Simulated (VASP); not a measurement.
A run of VASP 6.6.1:

INCAR

```
PREC     = Accurate       # precision mode
ENCUT    = 500            # plane-wave cutoff, eV
EDIFF    = 1E-6           # SCF threshold, eV
ISMEAR   = 0              # smearing method
SIGMA    = 0.15           # smearing width, eV
LREAL    = F              # projectors in reciprocal space
LASPH    = T              # aspherical terms in the spheres
NELM     = 200            # most SCF steps
ALGO     = Normal         # electronic algorithm
ISIF     = 2              # what is computed and relaxed
LWAVE    = F              # write WAVECAR
LCHARG   = F              # write CHGCAR
ISPIN    = 2              # spin polarisation
MAGMOM   = 0.22 0.22 0.96 0 # initial moments
LORBIT   = 11             # projections on sites
LMAXMIX  = 4              # l up to which the mixer works
GGA      = PS             # functional
NBANDS   = 32             # bands
GGA_COMPAT= F            
KPAR     = 4
```

The input KPOINTS:

```
regular mesh
0
Gamma
  14 14 14
```

Contents of POSCAR:

```
Ti3Al
1.0
    0.0000000000      3.1915212988      3.0319452339
    3.1915212988      0.0000000000      3.0319452339
    3.1915212988      3.1915212988      0.0000000000
Ti Al
3 1
Direct
    0.7500000000      0.7500000000      0.7500000000
    0.2500000000      0.2500000000      0.2500000000
    0.0000000000      0.0000000000      0.0000000000
    0.5000000000      0.5000000000      0.5000000000
```

Potentials or basis: VASP PAW PBE potentials, release 64 (Ti_sv, Al).

Run with:

```console
$ cat potpaw_PBE.64/Ti_sv/POTCAR potpaw_PBE.64/Al/POTCAR > POTCAR
$ mpirun -np 4 vasp_std > vasp.out
```

Hardware: 4 MPI ranks on Intel(R) Xeon(R) Platinum 8375C CPU @ 2.90GHz (Ice Lake), on a shared host.

**Question.** Estimate the wall time of this run.

**Answer.** Wall time 3.4 min on 4 MPI ranks on Intel(R) Xeon(R) Platinum 8375C CPU @ 2.90GHz (Ice Lake), on a shared host, peak memory 0.67 GiB a rank. Counts: scf iterations 16, k points 244.
